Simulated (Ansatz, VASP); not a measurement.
Al2Cu in VASP and in Ansatz

```
CELL_PARAMETERS angstrom
2.06331 1.19125 3.29747
-2.06331 1.19125 3.29747
0.00000 -2.38250 3.29747
ATOMIC_POSITIONS crystal
Al 0.67258 0.67258 0.67258
Al 0.90700 0.90700 0.90700
Cu 0.20092 0.20092 0.20092
```

Alike in both runs: task single point; functional PBE; k mesh 6 × 6 × 6; occupations gaussian, width 0.1 eV; no spin polarisation.

```csv
,VASP,Ansatz
version,VASP 6.6.1,Ansatz 0.2.0
potentials or method,"VASP PAW PBE potentials, release 64 (Al, Cu), cutoff 520 eV","scalar-relativistic, plane waves, PAW"
valence electrons in the cell,17,25
```

Ansatz gave:

```
gap on the k mesh at the Fermi level (eV)                     : none
pressure (GPa)                                                : 9.5
traceless stress, the component that is largest in VASP (GPa) : 5.87
rms of the force components (eV/Å)                            : 0.886
```

Q: Which values does VASP return?

A: gap on the k mesh at the Fermi level (eV): none; pressure (GPa): 9.4; traceless stress, the component that is largest in VASP (GPa): 5.82; rms of the force components (eV/Å): 0.884.

Atom by atom the forces differ by 0.002 eV/Å (rms over components). A gap of «none» marks a metal or a gap that the smearing closes. The functional is the same, so the differences come from potentials, cutoffs and numerics. VASP's potentials hold 17 valence electrons a cell and Ansatz's 25, so a difference there can come from the potentials and not from the codes.
